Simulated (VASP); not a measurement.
# ZnSe3 (Pm-3m) in VASP: further runs

Runs on ZnSe3. Level: PBE. Tasks: single point, relaxation of cell and atoms.

Everything below comes from runs of VASP 6.6.1. Logs are shortened: lines on timing, memory, paths and dates and some standing lists are left out, and cuts for length are marked.

### Step 1. The cell of the first run

Symmetry: Pm-3m, No. 221, cubic system. The conventional cell has a = 4.334 Å, b = 4.334 Å, c = 4.334 Å, α = 90.00°, β = 90.00°, γ = 90.00°. Within 4.0 Å of Zn (site symmetry m-3m) lie 12 Se at 3.06 Å. Within 4.0 Å of Se (site symmetry 4/mmm) lie 4 Zn at 3.06 Å and 8 Se at 3.06 Å.

### Step 2. Single point, PBE

Contents of INCAR:

```
PREC = Accurate
ENCUT = 520
EDIFF = 1E-7
ISMEAR = 0
SIGMA = 0.1
LREAL = F
LASPH = T
NELM = 100
ALGO = Normal
ISIF = 2
LWAVE = F
LCHARG = T
GGA = PE
LELF = T
LVHAR = T
NBANDS = 23
```

Contents of KPOINTS:

```
Automatic mesh
0
Gamma
  4 4 4
```

Contents of POSCAR:

```
ZnSe3
1.0
    4.3338074252      0.0000000000      0.0000000000
    0.0000000000      4.3338074252      0.0000000000
    0.0000000000      0.0000000000      4.3338074252
Zn Se
1 3
Direct
    0.0000000000      0.0000000000      0.0000000000
    0.0000000000      0.5000000000      0.5000000000
    0.5000000000      0.0000000000      0.5000000000
    0.5000000000      0.5000000000      0.0000000000
```

Potentials or basis: VASP PAW PBE potentials, release 64 (Zn, Se).

On the command line:

```bash
cat potpaw_PBE.64/Zn/POTCAR potpaw_PBE.64/Se/POTCAR > POTCAR
mpirun -np 1 vasp_std > vasp.out
```

OUTCAR:

```text
PREC = Accurate
   ENCUT = 520
   EDIFF = 1E-7
   ISMEAR = 0
   LREAL = F
   LASPH = T
   NELM = 100
   ISIF = 2
   GGA = PE

 ion  position               nearest neighbor table
   1  0.000  0.000  0.000-
   2  0.000  0.500  0.500-
   3  0.500  0.000  0.500-
   4  0.500  0.500  0.000-

  LATTYP: Found a simple cubic cell.
 ALAT       =     4.3338074252

  Lattice vectors:

 A1 = (   4.3338074252,   0.0000000000,   0.0000000000)
 A2 = (   0.0000000000,   4.3338074252,   0.0000000000)
 A3 = (   0.0000000000,   0.0000000000,   4.3338074252)

Analysis of symmetry for initial positions (statically):
=====================================================================
 Subroutine PRICEL returns:
 Original cell was already a primitive cell.

 Routine SETGRP: Setting up the symmetry group for a
 simple cubic supercell.

 Subroutine GETGRP returns: Found 48 space group operations
 (whereof 48 operations were pure point group operations)
 out of a pool of 48 trial point group operations.

The static configuration has the point symmetry O_h .

Analysis of symmetry for dynamics (positions and initial velocities):
=====================================================================
 Subroutine PRICEL returns:
 Original cell was already a primitive cell.

 Routine SETGRP: Setting up the symmetry group for a
 simple cubic supercell.

 Subroutine GETGRP returns: Found 48 space group operations
 (whereof 48 operations were pure point group operations)
 out of a pool of 48 trial point group operations.

The dynamic configuration has the point symmetry O_h .

 Subroutine INISYM returns: Found 48 space group operations
 (whereof 48 operations are pure point group operations),
 and found     1 'primitive' translations

----------------------------------------------------------------------------------------

                                     Primitive cell

  volume of cell :      81.3971

  direct lattice vectors                    reciprocal lattice vectors
     4.333807425  0.000000000  0.000000000     0.230743986  0.000000000  0.000000000
     0.000000000  4.333807425  0.000000000     0.000000000  0.230743986  0.000000000
     0.000000000  0.000000000  4.333807425     0.000000000  0.000000000  0.230743986

[... 67 lines left out ...]
   LNONCOLLINEAR =      F non collinear calculations
   LSORBIT =      F    spin-orbit coupling
   LASPH  =      T    aspherical Exc in radial PAW
   ENCUT  =  520.0 eV  38.22 Ry    6.18 a.u.   8.06  8.06  8.06*2*pi/ulx,y,z
   NELM   =    100;   NELMIN=  2; NELMDL= -5     # of ELM steps
   EDIFF  = 0.1E-06   stopping-criterion for ELM
   LREAL  =      F    real-space projection
   EDIFFG = 0.1E-05   stopping-criterion for IOM
   NSW    =      0    number of steps for IOM
   IBRION =     -1    ionic relax: 0-MD 1-quasi-New 2-CG
   NFREE  =      0    steps in history (QN), initial steepest desc. (CG)
   ISIF   =      2    stress and relaxation
   ISYM   =      2    0-nonsym 1-usesym 2-fastsym
   POTIM  = 0.5000    time-step for ionic-motion
   TEBEG  =    0.0;   TEEND  =   0.0 temperature during run
   PSTRESS=    0.0 pullay stress
   NELECT =      30.0000    total number of electrons
   NUPDOWN=      -1.0000    fix difference up-down
   EMIN   =  10.00;   EMAX   =-10.00  energy-range for DOS
   EFERMI =   0.00;   METHOD = LEGACY
   ISMEAR =     0;   SIGMA  =   0.10  broadening in eV -4-tet -1-fermi 0-gaus
   EFERMI_NEDOS =   21; number of points for ismear=-14 and -15
   IALGO  =     38    algorithm
   IMIX   =      4    mixing-type and parameters
     AMIX     =   0.40;   BMIX     =  1.00
     AMIX_MAG =   1.60;   BMIX_MAG =  1.00
  volume/ion in A,a.u.               =      20.35       137.32
  Fermi-wavevector in a.u.,A,eV,Ry     =   1.173759  2.218083 18.744888  1.377710
  Thomas-Fermi vector in A             =   2.310167
   LORBIT       =      0    0 simple, 1 ext, 2 COOP (PROOUT), +10 PAW based schemes
   GGA     = PE    functional components
   LHFCALC =     F    Hartree Fock is set to
   AEXX    =    0.0000 exact exchange contribution
   IVDW    =     0    specifies the selected vdW correction
   LEPSILON=     F    determine dielectric tensor
   LRPA    =     F    only Hartree local field effects (RPA)
 non-spin polarized calculation
 Gauss-broadening in eV      SIGMA  =   0.10
  energy-cutoff  :      520.00
  volume of cell :       81.40
 maximum number of plane-waves:      2272
   NGX = 17   NGY = 17   NGZ = 17

 number of electron      30.0000013 magnetization

 Free energy of the ion-electron system (eV)
  ---------------------------------------------------
  ext. energy  EPLUGINS =         0.00000000
  ---------------------------------------------------
  free energy    TOTEN  =        -9.58407033 eV

  energy without entropy =       -9.57076676  energy(sigma->0) =       -9.57741855

 E-fermi :   4.6125     XC(G=0): -10.4568

 val. band max:        4.4339056140   @ k =   0.5000   0.2500   0.2500
 cond. band min:       4.6609038689   @ k =   0.2500   0.2500   0.2500
 fundamental gap:      0.2269982548
 Fermi energy:         4.6124923210

 k-point     1 :       0.0000    0.0000    0.0000
  band No.  band energies     occupation
      1     -11.0056      2.00000
      2      -7.2463      2.00000
      3      -7.2463      2.00000
      4      -2.1732      2.00000
      5      -2.1732      2.00000
      6      -2.1732      2.00000
[... 249 lines left out ...]
     22      13.4302      0.00000
     23      13.4302      0.00000

------------------------ aborting loop because EDIFF is reached ----------------------------------------

  FORCE on cell =-STRESS in cart. coord.  units (eV):
  Direction    XX          YY          ZZ          XY          YZ          ZX
  --------------------------------------------------------------------------------------
  -------------------------------------------------------------------------------------
  Total       -0.1217493     -0.1217493     -0.1217493      0.0000000      0.0000000      0.0000000
  in kB       -2.3964482     -2.3964482     -2.3964482      0.0000000      0.0000000      0.0000000
  external PRESSURE =      -2.3964482 kB  Pullay stress =       0.0000000 kB

 VOLUME and BASIS-vectors are now :
 -----------------------------------------------------------------------------
  energy-cutoff  :      520.00
  volume of cell :       81.40
      direct lattice vectors                 reciprocal lattice vectors
     4.333807425  0.000000000  0.000000000     0.230743986  0.000000000  0.000000000
     0.000000000  4.333807425  0.000000000     0.000000000  0.230743986  0.000000000
     0.000000000  0.000000000  4.333807425     0.000000000  0.000000000  0.230743986

 POSITION                                       TOTAL-FORCE (eV/Angst)
 -----------------------------------------------------------------------------------
      0.00000      0.00000      0.00000         0.000000      0.000000      0.000000
      0.00000      2.16690      2.16690         0.000000      0.000000      0.000000
      2.16690      0.00000      2.16690         0.000000      0.000000      0.000000
      2.16690      2.16690      0.00000         0.000000      0.000000      0.000000
 -----------------------------------------------------------------------------------
    total drift:                                0.000000     -0.000000     -0.000000

  FREE ENERGIE OF THE ION-ELECTRON SYSTEM (eV)
  ---------------------------------------------------
  free  energy   TOTEN  =        -9.5840703319 eV

  energy  without entropy=       -9.5707667623  energy(sigma->0) =       -9.57741855
```

Wall time 27 s (1 thread of Intel Xeon 8259CL, shared host); peak memory 0.18 GiB.

What came out:

```yaml
Free_energy: -9.5841 eV
Pressure: -0.2 GPa
Band_gap_on_the_k_mesh: zero (bands 15 and 16 overlap by 1.91 eV)
```

Caveat: the k points lie up to 0.36 Å⁻¹ apart, too coarse for converged energies and pressures of a metal.

### Step 3. Relaxation of cell and atoms, PBE

This run uses another cell than the first one, of 22.59 Å³/atom.

Contents of INCAR:

```
SYSTEM = ZnSe3
PREC = Accurate ; ENCUT = 600
EDIFF = 1E-6 ; ISMEAR = 0
SIGMA = 0.1 ; LREAL = .False.
LASPH = .True. ; NELM = 100
ALGO = Normal ; ISIF = 3
LWAVE = .False. ; LCHARG = .False.
GGA = PE ; IBRION = 2
NSW = 90 ; EDIFFG = -0.04
```

Contents of KPOINTS:

```
regular mesh
0
Gamma
  4 4 4
  0 0 0
```

Contents of POSCAR:

```
ZnSe3
1.0
    4.4872842384      0.0000000000      0.0000000000
    0.0000000000      4.4872842384      0.0000000000
    0.0000000000      0.0000000000      4.4872842384
Zn Se
1 3
Direct
    0.0000000000      0.0000000000      0.0000000000
    0.0000000000      0.5000000000      0.5000000000
    0.5000000000      0.0000000000      0.5000000000
    0.5000000000      0.5000000000      0.0000000000
```

Potentials or basis: VASP PAW PBE potentials, release 64 (Zn, Se).

On the command line:

```bash
cat potpaw_PBE.64/Zn/POTCAR potpaw_PBE.64/Se/POTCAR > POTCAR
mpirun -np 1 vasp_std > vasp.out
```

Wall time 55 s (1 thread of Intel Xeon 8259CL, shared host); peak memory 0.22 GiB.

It converged, with:

| Item | Value |
| --- | --- |
| Free energy | -9.5854 eV |
| Relaxed volume | 20.27 Å³/atom |
| Relaxed cell | a = 4.328 Å, b = 4.328 Å, c = 4.328 Å, α = 90.00°, β = 90.00°, γ = 90.00° |
| Space group after relaxing (to 0.1 Å) | Pm-3m (No. 221) |
| Energy gained by relaxing | 42.2 meV/atom |
| Ionic steps | 2 |
| Pressure after relaxing | 0.0 GPa |
| Band gap on the k mesh | zero (bands 15 and 16 overlap by 1.93 eV) |

Step by step:
```tsv
step	energy change (eV)	largest force (eV/Å)	pressure (GPa)	volume (Å³)
1	0.0000	0.0000	-5.21	90.35
2	-0.1687	0.0000	-0.02	81.08
```

Final structure:
```xyz
4
Lattice="4.3281 0.0000 0.0000 0.0000 4.3281 0.0000 0.0000 0.0000 4.3281" Properties=species:S:1:pos:R:3 pbc="T T T"
Zn    0.0000    0.0000    0.0000
Se    0.0000    2.1641    2.1641
Se    2.1641    0.0000    2.1641
Se    2.1641    2.1641    0.0000
```

Levels at points of the mesh, in eV from the Fermi level:
| k point | band 11 | band 12 | band 13 | band 14 | band 15 | band 16 | band 17 | band 18 | band 19 |
| --- | --- | --- | --- | --- | --- | --- | --- | --- | --- |
| (0.00, 0.00, 0.00) | -5.43 | -2.07 | -1.01 | -1.01 | -1.01 | 0.85 | 0.85 | 0.85 | 5.73 |
| (0.50, 0.00, 0.00) | -4.05 | -2.92 | -2.92 | -2.16 | -2.04 | 0.55 | 0.55 | 2.22 | 2.99 |
| (0.50, 0.50, 0.00) | -2.90 | -2.90 | -2.66 | -2.22 | -2.22 | 0.91 | 1.34 | 1.55 | 2.89 |
| (0.50, 0.50, 0.50) | -5.92 | -5.92 | -2.86 | 1.49 | 1.49 | 1.58 | 1.58 | 1.58 | 8.42 |

### Step 4. Single point, PBE

This run uses another cell than the first one, of 20.26 Å³/atom.

Contents of INCAR:

```
SYSTEM = ZnSe3
PREC = Accurate
ENCUT = 520
EDIFF = 1E-6
ISMEAR = 0
SIGMA = 0.1
LREAL = .False.
LASPH = .True.
NELM = 60
ALGO = Normal
ISIF = 2
LWAVE = .False.
LCHARG = .False.
GGA = PE
NBANDS = 23
```

Contents of KPOINTS:

```
regular mesh
0
Gamma
  10 10 10
  0 0 0
```

Contents of POSCAR:

```
ZnSe3
1.0
    4.3272568435      0.0000000000      0.0000000000
    0.0000000000      4.3272568435      0.0000000000
    0.0000000000      0.0000000000      4.3272568435
Zn Se
1 3
Direct
    0.0000000000      0.0000000000      0.0000000000
    0.0000000000      0.5000000000      0.5000000000
    0.5000000000      0.0000000000      0.5000000000
    0.5000000000      0.5000000000      0.0000000000
```

On the command line:

```bash
cat potpaw_PBE.64/Zn/POTCAR potpaw_PBE.64/Se/POTCAR > POTCAR
mpirun -np 1 vasp_std > vasp.out
```

It took 75 s on 1 thread of Intel Xeon 8259CL, shared host; peak memory 0.24 GiB.

The run converged. Its results:

```
Free energy            : -9.6897 eV
Pressure               : 0.1 GPa
Band gap on the k mesh : zero (bands 15 and 16 overlap by 1.84 eV)
```

Levels at points of the mesh, in eV from the Fermi level:
```
           k point  band 11  band 12  band 13  band 14  band 15  band 16  band 17  band 18  band 19  band 20
(0.00, 0.00, 0.00)    -5.38    -2.13    -0.94    -0.94    -0.94     0.90     0.90     0.90     5.76     5.76
(0.50, 0.00, 0.00)    -4.02    -2.87    -2.87    -2.12    -1.99     0.62     0.62     2.21     2.97     5.60
(0.50, 0.50, 0.00)    -2.85    -2.85    -2.62    -2.17    -2.17     0.87     1.39     1.63     2.86     6.47
(0.50, 0.50, 0.50)    -5.88    -5.88    -2.93     1.54     1.54     1.66     1.66     1.66     8.39     8.39
```

### Step 5. Relaxation of cell and atoms, PBE

Contents of INCAR:

```
  PREC = Accurate
  ENCUT = 600
  EDIFF = 1E-6
  ISMEAR = 0
  SIGMA = 0.1
  LREAL = False
  LASPH = True
  NELM = 60
  ALGO = Normal
  ISIF = 3
  LWAVE = False
  LCHARG = False
  GGA = PE
  IBRION = 2
  NSW = 100
  EDIFFG = -0.01
```

Contents of KPOINTS:

```
Automatic mesh
0
Gamma
  10 10 10
```

Contents of POSCAR:

```
ZnSe3
1.0
    4.3338074252      0.0000000000      0.0000000000
    0.0000000000      4.3338074252      0.0000000000
    0.0000000000      0.0000000000      4.3338074252
Zn Se
1 3
Direct
    0.0000000000      0.0000000000      0.0000000000
    0.0000000000      0.5000000000      0.5000000000
    0.5000000000      0.0000000000      0.5000000000
    0.5000000000      0.5000000000      0.0000000000
```

On the command line:

```bash
cat potpaw_PBE.64/Zn/POTCAR potpaw_PBE.64/Se/POTCAR > POTCAR
mpirun -np 1 vasp_std > vasp.out
```

It took 2.7 min on 1 thread of Intel Xeon 8259CL, shared host; peak memory 0.28 GiB.

It converged, with:

* Free energy: -9.6898 eV
* Relaxed volume: 20.26 Å³/atom
* Relaxed cell: a = 4.328 Å, b = 4.328 Å, c = 4.328 Å, α = 90.00°, β = 90.00°, γ = 90.00°
* Space group after relaxing (to 0.1 Å): Pm-3m (No. 221)
* Energy gained by relaxing: 0.1 meV/atom
* Ionic steps: 2
* Pressure after relaxing: 0.0 GPa
* Band gap on the k mesh: zero (bands 15 and 16 overlap by 1.84 eV)

Step by step:
| step | energy change (eV) | largest force (eV/Å) | pressure (GPa) | volume (Å³) |
| --- | --- | --- | --- | --- |
| 1 | 0.0000 | 0.0000 | -0.23 | 81.40 |
| 2 | -0.0002 | 0.0000 | -0.01 | 81.06 |

Final structure:
```
Zn Se
1.0
     4.32779    0.00000    0.00000
     0.00000    4.32779    0.00000
     0.00000    0.00000    4.32779
Zn Se
1 3
Direct
  0.00000 0.00000 0.00000
  0.00000 0.50000 0.50000
  0.50000 0.00000 0.50000
  0.50000 0.50000 0.00000
```

Levels at points of the mesh, in eV from the Fermi level:
| k point | band 13 | band 14 | band 15 | band 16 | band 17 | band 18 |
| --- | --- | --- | --- | --- | --- | --- |
| (0.00, 0.00, 0.00) | -0.94 | -0.94 | -0.94 | 0.90 | 0.90 | 0.90 |
| (0.50, 0.00, 0.00) | -2.87 | -2.12 | -1.99 | 0.62 | 0.62 | 2.21 |
| (0.50, 0.50, 0.00) | -2.62 | -2.17 | -2.17 | 0.87 | 1.39 | 1.63 |
| (0.50, 0.50, 0.50) | -2.92 | 1.54 | 1.54 | 1.66 | 1.66 | 1.66 |

### Step 6. The runs side by side

| task | cell | k mesh | cutoff (eV) | gap on the mesh (eV) | pressure (GPa) | relaxed volume (Å³/atom) |
| --- | --- | --- | --- | --- | --- | --- |
| single point | a = 4.334 Å, 4 atoms | 4 × 4 × 4 | 520 | none | -0.2 | - |
| relaxation of cell and atoms | relaxed from a = 4.487 Å, 4 atoms | 4 × 4 × 4 | 600 | none | 0.0 | 20.27 |
| single point | a = 4.327 Å, 4 atoms | 10 × 10 × 10 | 520 | none | 0.1 | - |
| relaxation of cell and atoms | relaxed from a = 4.334 Å, 4 atoms | 10 × 10 × 10 | 600 | none | 0.0 | 20.26 |

Alike in all rows: level PBE; potentials or basis VASP PAW PBE potentials, release 64 (Zn, Se); no spin polarisation; smearing gaussian 0.1 eV.

Caveats: some runs use coarse meshes.

Total energies depend on the potentials used, so only differences within one code and one set of settings carry meaning.
